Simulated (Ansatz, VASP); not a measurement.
## Br in VASP and in Ansatz

File INCAR:

```
  ALGO = Normal
  EDIFF = 1E-6
  ENCUT = 500
  GGA = PE
  GGA_COMPAT = False
  ISIF = 2
  ISMEAR = 0
  IVDW = 12
  LASPH = True
  LCHARG = True
  LELF = True
  LREAL = False
  LVHAR = True
  LWAVE = False
  NBANDS = 10
  NELM = 120
  PREC = Accurate
  SIGMA = 0.1
```

KPOINTS

```
k-points
0
Gamma
  8 8 8
```

Contents of POSCAR:

```
Br
1.0
   -1.2867684050      1.7199972000      3.5779911600
    1.2867684050     -1.7199972000      3.5779911600
    1.2867684050      1.7199972000     -3.5779911600
Br
1
Direct
    0.0000000000      0.0000000000      0.0000000000
```

Input for Ansatz:

```yaml
crystal:
  lattice:
    - [-1.286768405, 1.7199972, 3.57799116]
    - [1.286768405, -1.7199972, 3.57799116]
    - [1.286768405, 1.7199972, -3.57799116]
  atoms:
    - { symbol: Br, position: [0.0, 0.0, 0.0] }
basis:
  ecutwfc: 420
kpoints:
  mp_grid: { grid: [8, 8, 8] }
hamiltonian:
  xc: pbe
  dispersion: d3bj
scf:
  occupations: { method: gaussian, width: 0.1 }
output:
  forces: true
  stress: true
  eigenvalues: true
```

Alike in both runs: task single point; functional PBE; dispersion D3(BJ); k mesh 8 × 8 × 8; occupations gaussian, width 0.1 eV; no spin polarisation.

|  | VASP | Ansatz |
| --- | --- | --- |
| version | VASP 6.6.1 | Ansatz 0.2.0 |
| potentials or method | VASP PAW PBE potentials, release 64 (Br), cutoff 500 eV | scalar-relativistic, plane waves, PAW |
| valence electrons in the cell | 7 | 7 |

|  | VASP | Ansatz | Ansatz less VASP |
| --- | --- | --- | --- |
| gap on the k mesh at the Fermi level (eV) | none | none | - |
| pressure (GPa) | -0.4 | -0.4 | 0.00 |
| traceless stress, the component that is largest in VASP (GPa) | -0.17 | -0.13 | +0.035 |

A gap of «none» marks a metal or a gap that the smearing closes.

The k mesh is coarse, so the values compare programs but aren't converged.
